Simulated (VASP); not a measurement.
Input of a VASP 6.6.1 run:

File INCAR:

```
PREC     = Accurate       # precision mode
ENCUT    = 520            # plane-wave cutoff, eV
EDIFF    = 1E-7           # SCF threshold, eV
ISMEAR   = -1             # smearing method
SIGMA    = 0.05           # smearing width, eV
LREAL    = F              # projectors in reciprocal space
LASPH    = T              # aspherical terms in the spheres
NELM     = 60             # most SCF steps
ALGO     = Normal         # electronic algorithm
ISIF     = 2              # what is computed and relaxed
LWAVE    = F              # write WAVECAR
LCHARG   = T              # write CHGCAR
GGA      = RE             # functional
LELF     = T              # ELF
LVHAR    = T            
NBANDS   = 11             # bands
```

The input KPOINTS:

```
Automatic mesh
0
Gamma
  10 10 10
```

File POSCAR:

```
BP
1.0
    0.0000000000      2.2383340787      2.2383340787
    2.2383340787      0.0000000000      2.2383340787
    2.2383340787      2.2383340787      0.0000000000
P B
1 1
Direct
    0.7500000000      0.7500000000      0.7500000000
    0.0000000000      0.0000000000      0.0000000000
```

Potentials or basis: VASP PAW PBE potentials, release 64 (P, B).

Command:

```sh
$ cat potpaw_PBE.64/P/POTCAR potpaw_PBE.64/B/POTCAR > POTCAR
$ mpirun -np 1 vasp_std > vasp.out
```

Problem. Predict the band gap on the k mesh.

Solution. 1.18 eV, indirect (least direct gap 3.46 eV).

Problem. Estimate the pressure.

Solution. 10.3 GPa.

Caveat: the PAW data sets were made with another functional, which shifts forces and pressure a little. Expect the measured gap to be larger: semilocal functionals such as revPBE lack the derivative discontinuity.
